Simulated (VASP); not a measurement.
# GaP (gw) (I-4m2) in VASP: single point with PBEsol

Aim: the single point of GaP (gw) with PBEsol.

All numbers are computed with VASP 6.6.1; they aren't measurements. Logs are shortened: lines on timing, memory, paths and dates and some standing lists are left out, and cuts for length are marked.

### 1 The cell of the first run

Symmetry: I-4m2, No. 119, tetragonal system. Conventional cell: a = 3.828 Å, b = 3.828 Å, c = 5.520 Å, α = 90.00°, β = 90.00°, γ = 90.00°. Ga (site symmetry -4m2) has 4 P at 2.36 Å within 3.1 Å. P (site symmetry -4m2) has 4 Ga at 2.36 Å within 3.1 Å.

### 2 Single point, PBEsol

The input, INCAR:

```
SYSTEM = GaP
  ALGO = Normal
  EDIFF = 1E-6
  ENCUT = 500
  GGA = PS
  GGA_COMPAT = .FALSE.
  ISIF = 2
  ISMEAR = 0
  LASPH = .TRUE.
  LCHARG = .TRUE.
  LELF = .TRUE.
  LREAL = .FALSE.
  LVHAR = .TRUE.
  LWAVE = .FALSE.
  NBANDS = 16
  NELM = 120
  PREC = Accurate
  SIGMA = 0.01
```

The input, KPOINTS:

```
k-points
0
G
  4 4 4
  0 0 0
```

The input, POSCAR:

```
GaP
1.0
    0.0000000000      2.7069843382      2.7600132171
    2.7069843382      0.0000000000      2.7600132171
    2.7069843382      2.7069843382      0.0000000000
Ga P
1 1
Direct
    0.0000000000      0.0000000000      0.0000000000
    0.2500000000      0.2500000000      0.2500000000
```

Potentials or basis: VASP PAW PBE potentials, release 64 (Ga_d, P).

On the command line:

```
$ cat potpaw_PBE.64/Ga_d/POTCAR potpaw_PBE.64/P/POTCAR > POTCAR
$ mpirun -np 1 vasp_std > vasp.out
```

OUTCAR:

```text
SYSTEM = GaP
   EDIFF = 1E-6
   ENCUT = 500
   GGA = PS
   ISIF = 2
   ISMEAR = 0
   LASPH = .TRUE.
   LREAL = .FALSE.
   NELM = 120
   PREC = Accurate

 ion  position               nearest neighbor table
   1  0.000  0.000  0.000-   2 2.36   2 2.36   2 2.36   2 2.36
   2  0.250  0.250  0.250-   1 2.36   1 2.36   1 2.36   1 2.36

  LATTYP: Found a body centered tetragonal cell.
 ALAT       =     3.8282539642
 C/A-ratio  =     1.4419175127

  Lattice vectors:

 A1 = (  -2.7069843382,   0.0000000000,   2.7600132171)
 A2 = (   2.7069843382,   0.0000000000,   2.7600132171)
 A3 = (   0.0000000000,   2.7069843382,  -2.7600132171)

Analysis of symmetry for initial positions (statically):
=====================================================================
 Subroutine PRICEL returns:
 Original cell was already a primitive cell.

 Routine SETGRP: Setting up the symmetry group for a
 body centered tetragonal supercell.

 Subroutine GETGRP returns: Found  8 space group operations
 (whereof  8 operations were pure point group operations)
 out of a pool of 16 trial point group operations.

The static configuration has the point symmetry D_2d.

Analysis of symmetry for dynamics (positions and initial velocities):
=====================================================================
 Subroutine PRICEL returns:
 Original cell was already a primitive cell.

 Routine SETGRP: Setting up the symmetry group for a
 body centered tetragonal supercell.

 Subroutine GETGRP returns: Found  8 space group operations
 (whereof  8 operations were pure point group operations)
 out of a pool of 16 trial point group operations.

The dynamic configuration has the point symmetry D_2d.

 Subroutine INISYM returns: Found  8 space group operations
 (whereof  8 operations are pure point group operations),
 and found     1 'primitive' translations

----------------------------------------------------------------------------------------

                                     Primitive cell

  volume of cell :      40.4495

  direct lattice vectors                    reciprocal lattice vectors
     0.000000000  2.706984338  2.760013217    -0.184707386  0.184707386  0.181158553
     2.706984338  0.000000000  2.760013217     0.184707386 -0.184707386  0.181158553
     2.706984338  2.706984338  0.000000000     0.184707386  0.184707386 -0.181158553

  length of vectors
     3.865932897  3.865932897  3.828253964     0.317886863  0.317886863  0.317886863

  position of ions in fractional coordinates (direct lattice)
[... 67 lines left out ...]
   EDIFF  = 0.1E-05   stopping-criterion for ELM
   LREAL  =      F    real-space projection
   EDIFFG = 0.1E-04   stopping-criterion for IOM
   NSW    =      0    number of steps for IOM
   IBRION =     -1    ionic relax: 0-MD 1-quasi-New 2-CG
   NFREE  =      0    steps in history (QN), initial steepest desc. (CG)
   ISIF   =      2    stress and relaxation
   ISYM   =      2    0-nonsym 1-usesym 2-fastsym
   POTIM  = 0.5000    time-step for ionic-motion
   TEBEG  =    0.0;   TEEND  =   0.0 temperature during run
   PSTRESS=    0.0 pullay stress
   NELECT =      18.0000    total number of electrons
   NUPDOWN=      -1.0000    fix difference up-down
   EMIN   =  10.00;   EMAX   =-10.00  energy-range for DOS
   EFERMI =   0.00;   METHOD = LEGACY
   ISMEAR =     0;   SIGMA  =   0.01  broadening in eV -4-tet -1-fermi 0-gaus
   EFERMI_NEDOS =   21; number of points for ismear=-14 and -15
   IALGO  =     38    algorithm
   IMIX   =      4    mixing-type and parameters
     AMIX     =   0.40;   BMIX     =  1.00
     AMIX_MAG =   1.60;   BMIX_MAG =  1.00
  volume/ion in A,a.u.               =      20.22       136.48
  Fermi-wavevector in a.u.,A,eV,Ry     =   1.249860  2.361893 21.254349  1.562151
  Thomas-Fermi vector in A             =   2.383881
   LORBIT       =      0    0 simple, 1 ext, 2 COOP (PROOUT), +10 PAW based schemes
   GGA     = PS    functional components
   LHFCALC =     F    Hartree Fock is set to
   AEXX    =    0.0000 exact exchange contribution
   IVDW    =     0    specifies the selected vdW correction
   LEPSILON=     F    determine dielectric tensor
   LRPA    =     F    only Hartree local field effects (RPA)
 non-spin polarized calculation
 Gauss-broadening in eV      SIGMA  =   0.01
  energy-cutoff  :      500.00
  volume of cell :       40.45
 maximum number of plane-waves:      1040
   NGX = 15   NGY = 15   NGZ = 13

 number of electron      18.0000012 magnetization

 Free energy of the ion-electron system (eV)
  ---------------------------------------------------
  ext. energy  EPLUGINS =         0.00000000
  ---------------------------------------------------
  free energy    TOTEN  =        -9.77005235 eV

  energy without entropy =       -9.77005235  energy(sigma->0) =       -9.77005235

 E-fermi :   4.7827     XC(G=0): -10.0061

 val. band max:        4.6631936735   @ k =   0.0000   0.0000   0.0000
 cond. band min:       6.0643028077   @ k =   0.5000   0.0000   0.5000
 fundamental gap:      1.4011091341
 Fermi energy:         4.7827477043

 k-point     1 :       0.0000    0.0000    0.0000
  band No.  band energies     occupation
      1      -9.9706      2.00000
      2      -9.9646      2.00000
      3      -9.9646      2.00000
      4      -9.8686      2.00000
      5      -9.8661      2.00000
      6      -7.9140      2.00000
[... 224 lines left out ...]
      3      -9.9069      2.00000
      4      -9.8857      2.00000
      5      -9.8557      2.00000
      6      -4.7763      2.00000
[... 8 lines left out ...]
     15      16.7097      0.00000
     16      18.5465      0.00000

------------------------ aborting loop because EDIFF is reached ----------------------------------------

  FORCE on cell =-STRESS in cart. coord.  units (eV):
  Direction    XX          YY          ZZ          XY          YZ          ZX
  --------------------------------------------------------------------------------------
  -------------------------------------------------------------------------------------
  Total        0.0872650      0.0872650     -0.2945682      0.0000000      0.0000000      0.0000000
  in kB        3.4565136      3.4565136    -11.6676595      0.0000000      0.0000000      0.0000000
  external PRESSURE =      -1.5848774 kB  Pullay stress =       0.0000000 kB

 VOLUME and BASIS-vectors are now :
 -----------------------------------------------------------------------------
  energy-cutoff  :      500.00
  volume of cell :       40.45
      direct lattice vectors                 reciprocal lattice vectors
     0.000000000  2.706984338  2.760013217    -0.184707386  0.184707386  0.181158553
     2.706984338  0.000000000  2.760013217     0.184707386 -0.184707386  0.181158553
     2.706984338  2.706984338  0.000000000     0.184707386  0.184707386 -0.181158553

 POSITION                                       TOTAL-FORCE (eV/Angst)
 -----------------------------------------------------------------------------------
      0.00000      0.00000      0.00000         0.000000     -0.000000      0.000000
      1.35349      1.35349      1.38001        -0.000000      0.000000     -0.000000
 -----------------------------------------------------------------------------------
    total drift:                                0.000001      0.000001      0.000001

  FREE ENERGIE OF THE ION-ELECTRON SYSTEM (eV)
  ---------------------------------------------------
  free  energy   TOTEN  =        -9.7700523542 eV

  energy  without entropy=       -9.7700523542  energy(sigma->0) =       -9.77005235
```

OSZICAR:

```text
N       E                     dE             d eps       ncg     rms          rms(c)
DAV:   1     0.729018422753E+02    0.72902E+02   -0.88126E+03   456   0.158E+03
DAV:   2    -0.484193692215E+01   -0.77744E+02   -0.73866E+02   488   0.288E+02
DAV:   3    -0.100063194720E+02   -0.51644E+01   -0.51482E+01   536   0.595E+01
DAV:   4    -0.100843920724E+02   -0.78073E-01   -0.78049E-01   512   0.792E+00
DAV:   5    -0.100859774487E+02   -0.15854E-02   -0.15854E-02   560   0.965E-01    0.416E+00
DAV:   6    -0.981491819507E+01    0.27106E+00   -0.37923E-01   648   0.117E+01    0.266E+00
DAV:   7    -0.977237659361E+01    0.42542E-01   -0.89628E-02   568   0.227E+00    0.101E+00
DAV:   8    -0.976974666298E+01    0.26299E-02   -0.13837E-02   528   0.134E+00    0.190E-01
DAV:   9    -0.976998193994E+01   -0.23528E-03   -0.11372E-03   576   0.450E-01    0.628E-02
DAV:  10    -0.977001726603E+01   -0.35326E-04   -0.67849E-05   616   0.890E-02    0.270E-02
DAV:  11    -0.977005239207E+01   -0.35126E-04   -0.35509E-05   488   0.578E-02    0.654E-03
DAV:  12    -0.977005235424E+01    0.37822E-07   -0.11521E-06   416   0.121E-02
   1 F= -.97700524E+01 E0= -.97700524E+01  d E =-.148494E-65
```

stdout:

```text
POSCAR found type information on POSCAR GaP
 POSCAR found :  2 types and       2 ions
 scaLAPACK will be used
 -----------------------------------------------------------------------------
|                                                                             |
|                                                                             |
|     You enforced a specific xc type in the INCAR file but a different       |
|     I HOPE YOU KNOW WHAT YOU ARE DOING!                                     |
|                                                                             |
 -----------------------------------------------------------------------------

 LDA part: xc-table for (Slater+PW92), standard interpolation
 POSCAR, INCAR and KPOINTS ok, starting setup
 FFT: planning ... GRIDC
 FFT: planning ... GRID_SOFT
 FFT: planning ... GRID
 WAVECAR not read
 entering main loop
```

Wall time 8.5 s (1 thread of Intel Xeon Platinum 8375C at 2.90GHz (Ice Lake), shared host); peak memory 0.15 GiB.

Results:

```
Free energy            : -9.7701 eV
Pressure               : -0.2 GPa
Band gap on the k mesh : 1.40 eV, indirect (least direct gap 1.70 eV)
```

Levels at points of the mesh, in eV from the valence-band top:
```csv
k point,band 6,band 7,band 8,band 9,band 10,band 11,band 12,band 13
"(0.00, 0.00, 0.00)",-12.58,-0.11,0.00,0.00,1.70,3.74,3.74,3.79
"(0.50, 0.00, 0.00)",-10.48,-6.76,-1.26,-1.09,1.52,4.52,4.66,8.03
"(0.50, 0.50, 0.00)",-9.62,-6.96,-2.68,-2.68,1.54,1.78,10.50,10.50
"(0.50, 0.00, 0.50)",-9.53,-6.83,-2.82,-2.80,1.40,1.59,10.46,10.47
```

Caveat: the k points lie up to 0.50 Å⁻¹ apart; the PAW data sets were made with another functional, which shifts forces and pressure a little.
